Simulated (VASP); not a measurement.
A run of VASP 6.6.1:

The input INCAR:

```
SYSTEM = Au
  PREC = Accurate
  ENCUT = 600
  EDIFF = 1E-6
  ISMEAR = -1
  SIGMA = 0.05
  LREAL = .FALSE.
  LASPH = .TRUE.
  NELM = 60
  ALGO = Normal
  ISIF = 3
  LWAVE = .FALSE.
  LCHARG = .FALSE.
  GGA = PS
  IBRION = 2
  NSW = 80
  EDIFFG = -0.01
  PSTRESS = 100.0
```

Contents of KPOINTS:

```
regular mesh
0
G
  11 11 6
  0 0 0
```

POSCAR

```
Au
1.0
    1.4113099650     -2.5559330250      0.0000000000
    1.4113099650      2.5559330250      0.0000000000
    0.0000000000      0.0000000000      4.8931696100
Au
2
Direct
    0.3346720300      0.6653279700      0.2500000000
    0.6653279700      0.3346720300      0.7500000000
```

Potentials or basis: VASP PAW PBE potentials, release 64 (Au).

Run with:

```bash
$ cat potpaw_PBE.64/Au/POTCAR > POTCAR
$ mpirun -np 1 vasp_std > vasp.out
```

Hardware: 1 thread of Intel(R) Xeon(R) 6975P-C (Granite Rapids), on a shared host.

Question: How long does it take, and how much memory?

Answer: It took 2.5 min on 1 thread of Intel(R) Xeon(R) 6975P-C (Granite Rapids), with other jobs on the host, peak memory 0.23 GiB. Counts: scf iterations 80, k points 144, ion steps 14.
